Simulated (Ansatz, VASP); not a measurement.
## One calculation of InGa3P4, two programs

Contents of INCAR:

```
ALGO = Normal
EDIFF = 1E-6
ENCUT = 520
GGA = PE
ISIF = 2
ISMEAR = -1
LASPH = T
LCHARG = F
LREAL = F
LWAVE = F
NBANDS = 46
NELM = 80
PREC = Accurate
SIGMA = 0.02
```

KPOINTS

```
k-points
0
Gamma
  6 6 6
```

File POSCAR:

```
InGa3P4
1.0
    5.5664661521      0.0000000000      0.0000000000
    0.0000000000      5.5664661521      0.0000000000
    0.0000000000      0.0000000000      5.5664661521
Ga P In
3 4 1
Direct
    0.5000000000      0.0000000000      0.0000000000
    0.0000000000      0.5000000000      0.0000000000
    0.0000000000      0.0000000000      0.5000000000
    0.7602244760      0.2397755240      0.2397755240
    0.2397755240      0.7602244760      0.2397755240
    0.2397755240      0.2397755240      0.7602244760
    0.7602244760      0.7602244760      0.7602244760
    0.5000000000      0.5000000000      0.5000000000
```

Input for Ansatz:

```yaml
crystal:
  lattice:
    - [5.5664661521, 0.0, 0.0]
    - [0.0, 5.5664661521, 0.0]
    - [0.0, 0.0, 5.5664661521]
  atoms:
    - { symbol: Ga, position: [0.5, 0.0, 0.0] }
    - { symbol: P, position: [0.760224476, 0.239775524, 0.239775524] }
    - { symbol: Ga, position: [0.0, 0.5, 0.0] }
    - { symbol: P, position: [0.239775524, 0.760224476, 0.239775524] }
    - { symbol: Ga, position: [0.0, 0.0, 0.5] }
    - { symbol: P, position: [0.239775524, 0.239775524, 0.760224476] }
    - { symbol: In, position: [0.5, 0.5, 0.5] }
    - { symbol: P, position: [0.760224476, 0.760224476, 0.760224476] }
kpoints:
  mp_grid: { grid: [6, 6, 6] }
  band_path:
    path:
      - [[0.0, 0.0, 0.0], [-1.808152433337e-50, 0.5, -1.869956487984e-33], [0.5, 0.5, -1.304842915052e-33], [0.0, 0.0, 0.0], [0.5, 0.5, 0.5], [-1.808152433337e-50, 0.5, -1.869956487984e-33]]
      - [[0.5, 0.5, 0.5], [0.5, 0.5, -1.304842915052e-33]]
    npoints: 10
hamiltonian:
  xc: pbe
scf:
  occupations: { method: fermi_dirac, width: 0.02 }
  n_extra_bands: 6
output:
  forces: true
  stress: true
  eigenvalues: true
  write_density: true
  write_potential: true
  elf: true
  volumetric_format: npy
```

Alike in both runs: task single point; functional PBE; k mesh 6 × 6 × 6; occupations fermi-dirac, width 0.02 eV; no spin polarisation.

```csv
,VASP,Ansatz
version,VASP 6.6.1,Ansatz 0.2.0
potentials or method,"VASP PAW PBE potentials, release 64 (Ga_d, P, In_d)","plane waves, PAW"
plane-wave cutoff (eV),520,420
valence electrons in the cell,72,72
```

```tsv
	VASP	Ansatz	Ansatz less VASP
gap on the k mesh at the Fermi level (eV)	1.20	1.20	+0.004
pressure (GPa)	2.2	2.2	+0.04
```
